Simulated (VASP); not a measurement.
# BN (Fmm2) in VASP: single point with r2SCAN+D3(BJ)

Aim: the single point of BN with r2SCAN+D3(BJ).

Everything below comes from runs of VASP 6.6.1. Logs are shortened: lines on timing, memory, paths and dates and some standing lists are left out, and cuts for length are marked.

### Step 1. The cell of the first run

It takes space group Fmm2 (No. 42, orthorhombic). The conventional cell has a = 2.503 Å, b = 6.991 Å, c = 4.332 Å, α = 90.00°, β = 90.00°, γ = 90.00°. Within 1.9 Å of B (site symmetry mm2) lie 3 N at 1.44 Å. N (site symmetry mm2) has 3 B at 1.44 Å within 1.9 Å.

### Step 2. Single point, r2SCAN+D3(BJ)

The input, POSCAR:

```
BN
1.0
    0.0000000000      3.4953160000      2.1660910000
    1.2516320000      0.0000000000      2.1660910000
    1.2516320000      3.4953160000      0.0000000000
B N
1 1
Direct
    0.0000490000      0.0000490000      0.9999510000
    0.6666666667      0.6666666667      0.3333333333
```

The input, INCAR.step1:

```
SYSTEM = BN
ALGO     = Normal         ! electronic algorithm
EDIFF    = 1E-4           ! SCF threshold, eV
ENCUT    = 520            ! plane-wave cutoff, eV
GGA      = PE             ! functional
ISMEAR   = 0              ! smearing method
LASPH    = .True.         ! aspherical terms in the spheres
LCHARG   = .False.        ! write CHGCAR
LREAL    = .False.        ! projectors in reciprocal space
LWAVE    = .True.         ! write WAVECAR
NBANDS   = 11             ! bands
NELM     = 60             ! most SCF steps
PREC     = Accurate       ! precision mode
SIGMA    = 0.01           ! smearing width, eV
```

The input, INCAR.step2:

```
SYSTEM = BN
ALGO     = Normal         ! electronic algorithm
EDIFF    = 1E-6           ! SCF threshold, eV
ENCUT    = 520            ! plane-wave cutoff, eV
ISIF     = 2              ! what is computed and relaxed
ISMEAR   = 0              ! smearing method
ISTART   = 1            
IVDW     = 12             ! dispersion correction
LASPH    = .True.         ! aspherical terms in the spheres
LCHARG   = .True.         ! write CHGCAR
LELF     = .True.         ! ELF
LMIXTAU  = .True.       
LREAL    = .False.        ! projectors in reciprocal space
LVHAR    = .True.       
LWAVE    = .False.        ! write WAVECAR
METAGGA  = R2SCAN         ! meta-GGA
NBANDS   = 11             ! bands
NELM     = 60             ! most SCF steps
PREC     = Accurate       ! precision mode
SIGMA    = 0.01           ! smearing width, eV
VDW_A1   = 0.49484001   
VDW_A2   = 5.73083694   
VDW_S6   = 1.0          
VDW_S8   = 0.78981345
```

The input, KPOINTS:

```
k-points
0
Gamma
  5 5 5
  0 0 0
```

Potentials or basis: VASP PAW PBE potentials, release 64 (B, N).

On the command line:

```
> cat potpaw_PBE.64/B/POTCAR potpaw_PBE.64/N/POTCAR > POTCAR
> cp INCAR.step1 INCAR
> mpirun -np 1 vasp_std > vasp.out
> cp INCAR.step2 INCAR
> mpirun -np 1 vasp_std > vasp.out
```

OUTCAR:

```text
SYSTEM = BN
   EDIFF = 1E-6
   ENCUT = 520
   ISIF = 2
   ISMEAR = 0
   ISTART = 1
   IVDW = 12
   LASPH = .True.
   LREAL = .False.
   METAGGA = R2SCAN
   NELM = 60
   PREC = Accurate
 IVDW          = 12

 ion  position               nearest neighbor table
   1  0.000  0.000  1.000-   2 1.44   2 1.44   2 1.44
   2  0.667  0.667  0.333-   1 1.44   1 1.44   1 1.44

  LATTYP: Found a face centered orthorhombic cell.
 ALAT       =     2.5032640000
 B/A-ratio  =     1.7306133113
 C/A-ratio  =     2.7926067726

  Lattice vectors:

 A1 = (   0.0000000000,   3.4953160000,   2.1660910000)
 A2 = (  -1.2516320000,   3.4953160000,   0.0000000000)
 A3 = (  -1.2516320000,   0.0000000000,   2.1660910000)

Analysis of symmetry for initial positions (statically):
=====================================================================
 Subroutine PRICEL returns:
 Original cell was already a primitive cell.

 Routine SETGRP: Setting up the symmetry group for a
 face centered orthorhombic supercell.

 Subroutine GETGRP returns: Found  4 space group operations
 (whereof  4 operations were pure point group operations)
 out of a pool of  8 trial point group operations.

The static configuration has the point symmetry C_2v.

Analysis of symmetry for dynamics (positions and initial velocities):
=====================================================================
 Subroutine PRICEL returns:
 Original cell was already a primitive cell.

 Routine SETGRP: Setting up the symmetry group for a
 face centered orthorhombic supercell.

 Subroutine GETGRP returns: Found  4 space group operations
 (whereof  4 operations were pure point group operations)
 out of a pool of  8 trial point group operations.

The dynamic configuration has the point symmetry C_2v.

 Subroutine INISYM returns: Found  4 space group operations
 (whereof  4 operations are pure point group operations),
 and found     1 'primitive' translations

----------------------------------------------------------------------------------------

                                     Primitive cell

  volume of cell :      18.9526

  direct lattice vectors                    reciprocal lattice vectors
     0.000000000  3.495316000  2.166091000    -0.399478441  0.143048583  0.230830561
     1.251632000  0.000000000  2.166091000     0.399478441 -0.143048583  0.230830561
     1.251632000  3.495316000  0.000000000     0.399478441  0.143048583 -0.230830561

  length of vectors
     4.112077840  2.501705995  3.712656273     0.483041064  0.483041064  0.483041064

  position of ions in fractional coordinates (direct lattice)
     0.000049000  0.000049000  0.999951000
     0.666666667  0.666666667  0.333333333
[... 88 lines left out ...]
   NELECT =       8.0000    total number of electrons
   NUPDOWN=      -1.0000    fix difference up-down
   EMIN   =  10.00;   EMAX   =-10.00  energy-range for DOS
   EFERMI =   0.00;   METHOD = LEGACY
   ISMEAR =     0;   SIGMA  =   0.01  broadening in eV -4-tet -1-fermi 0-gaus
   EFERMI_NEDOS =   21; number of points for ismear=-14 and -15
   IALGO  =     38    algorithm
   IMIX   =      4    mixing-type and parameters
     AMIX     =   0.40;   BMIX     =  1.00
     AMIX_MAG =   1.60;   BMIX_MAG =  1.00
  volume/ion in A,a.u.               =       9.48        63.95
  Fermi-wavevector in a.u.,A,eV,Ry     =   1.228047  2.320672 20.518930  1.508099
  Thomas-Fermi vector in A             =   2.362987
   LORBIT       =      0    0 simple, 1 ext, 2 COOP (PROOUT), +10 PAW based schemes
   METAGGA = R2SCAN    functional components
   LHFCALC =     F    Hartree Fock is set to
   AEXX    =    0.0000 exact exchange contribution
   IVDW    =    12    specifies the selected vdW correction
   LEPSILON=     F    determine dielectric tensor
   LRPA    =     F    only Hartree local field effects (RPA)
 non-spin polarized calculation
 Gauss-broadening in eV      SIGMA  =   0.01
  energy-cutoff  :      520.00
  volume of cell :       18.95
 maximum number of plane-waves:       524
   NGX = 15   NGY =  9   NGZ = 13

 number of electron       8.0000000 magnetization

 Free energy of the ion-electron system (eV)
  ---------------------------------------------------
  ext. energy  EPLUGINS =         0.00000000
  ---------------------------------------------------
  free energy    TOTEN  =       -19.28852107 eV

  energy without entropy =      -19.28852107  energy(sigma->0) =      -19.28852107

 E-fermi :   1.6048     XC(G=0): -10.3942

 val. band max:        1.5531925349   @ k =  -0.4000   0.4000   0.0000
 cond. band min:       6.4086048609   @ k =   0.0000   0.4000   0.4000
 fundamental gap:      4.8554123261
 Fermi energy:         1.6047608822

 k-point     1 :       0.0000    0.0000    0.0000
  band No.  band energies     occupation
      1     -17.1428      2.00000
      2      -2.8674      2.00000
      3       0.2791      2.00000
      4       0.2885      2.00000
      5       6.9065      0.00000
      6      13.9847      0.00000
      7      14.0470      0.00000
      8      15.9741      0.00000
      9      17.0714      0.00000
     10      28.8420      0.00000
     11      29.9320      0.00000
[... 309 lines left out ...]
 k-point    24 :      -0.4000    0.2000    0.4000
  band No.  band energies     occupation
      1     -16.1903      2.00000
      2      -3.3325      2.00000
      3      -2.4814      2.00000
      4      -0.9749      2.00000
      5      11.1206      0.00000
      6      13.1881      0.00000
      7      15.7203      0.00000
      8      17.1740      0.00000
      9      17.9694      0.00000
     10      24.5335      0.00000
     11      26.4222      0.00000

 [... further k-points ...]

------------------------ aborting loop because EDIFF is reached ----------------------------------------

 Edisp (eV)   -0.13003

 E8    (eV) :    -0.0282

  FORCE on cell =-STRESS in cart. coord.  units (eV):
  Direction    XX          YY          ZZ          XY          YZ          ZX
  --------------------------------------------------------------------------------------
  -------------------------------------------------------------------------------------
  Total      -0.12332    -0.18495    -0.12394     0.00000     0.00000     0.00000
  in kB     -10.42495   -15.63500   -10.47708     0.00000     0.00000     0.00000
  external pressure =      -12.18 kB  Pullay stress =        0.00 kB

 VOLUME and BASIS-vectors are now :
 -----------------------------------------------------------------------------
  energy-cutoff  :      520.00
  volume of cell :       18.95
      direct lattice vectors                 reciprocal lattice vectors
     0.000000000  3.495316000  2.166091000    -0.399478441  0.143048583  0.230830561
     1.251632000  0.000000000  2.166091000     0.399478441 -0.143048583  0.230830561
     1.251632000  3.495316000  0.000000000     0.399478441  0.143048583 -0.230830561

 POSITION                                       TOTAL-FORCE (eV/Angst)
 -----------------------------------------------------------------------------------
      1.25163      3.49532      0.00021         0.000000      0.000000      0.012393
      1.25163      3.49532      2.88812         0.000000      0.000000     -0.012393
 -----------------------------------------------------------------------------------
    total drift:                                0.000000     -0.000019     -0.000098

  FREE ENERGIE OF THE ION-ELECTRON SYSTEM (eV)
  ---------------------------------------------------
  free  energy   TOTEN  =       -19.4185554925 eV

  energy  without entropy=      -19.4185554925  energy(sigma->0) =      -19.41855549
```

It took 29 s on 1 thread of Intel Xeon Platinum 8259CL at 2.50GHz (Skylake/Cascade Lake), shared host; peak memory 0.15 GiB.

Results:

| Property | Result |
| --- | --- |
| Free energy | -19.4186 eV |
| Pressure | -1.2 GPa |
| Largest force | 0.012 eV/Å |
| Band gap on the k mesh | 4.86 eV, indirect (least direct gap 5.57 eV) |
| Dispersion energy per atom | -0.065 eV |

Forces in eV/Å, atoms in the order of the input:
```
B    0.000  0.000  0.012
N    0.000  0.000 -0.012
```

Stress tensor (GPa, compression positive):
```
-1.04  0.00  0.00
 0.00 -1.56  0.00
 0.00  0.00 -1.05
```

Caveat: the k points lie up to 0.61 Å⁻¹ apart; three body term missing; the PAW data sets were made with another functional, which shifts forces and pressure a little. r2SCAN opens gaps a little over a GGA but as a rule still falls short of measured ones.
